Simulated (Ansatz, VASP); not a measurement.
## SnO2 in VASP and in Ansatz

```
Sn O
1.0
     4.72127    0.00000    0.00000
     0.00000    4.72425    0.00000
     0.00000    0.00000    3.14217
Sn O
2 4
Direct
  0.50000 0.50000 0.50000
  0.00000 0.00000 0.00000
  0.30557 0.30657 0.00000
  0.80557 0.19343 0.50000
  0.19443 0.80657 0.50000
  0.69443 0.69343 0.00000
```

Change from the starting cell: strain +0.000 along x and y, -0.015 along z, atoms carried along.

Alike in both runs: task single point; functional LDA; k mesh 6 × 6 × 8; occupations gaussian, width 0.05 eV; no spin polarisation.

|  | VASP | Ansatz |
| --- | --- | --- |
| version | VASP 6.6.1 | Ansatz 0.2.0 |
| potentials or method | VASP PAW LDA potentials, release 64 (Sn_d, O), cutoff 520 eV | scalar-relativistic, plane waves, PAW |
| valence electrons in the cell | 52 | 52 |

|  | VASP | Ansatz | Ansatz less VASP |
| --- | --- | --- | --- |
| gap on the k mesh at the Fermi level (eV) | 1.42 | 1.39 | -0.035 |
| least direct gap on the mesh (eV) | 1.42 | 1.39 | -0.035 |
| pressure (GPa) | 5.2 | 4.1 | -1.16 |
| traceless stress, the component that is largest in VASP (GPa) | 3.50 | 3.14 | -0.358 |
| rms of the force components (eV/Å) | 0.072 | 0.058 | -0.0138 |

LDA's correlation is that of Perdew and Zunger in VASP and of Perdew and Wang (1992) in Ansatz. Atom by atom the forces differ by 0.014 eV/Å (rms over components).
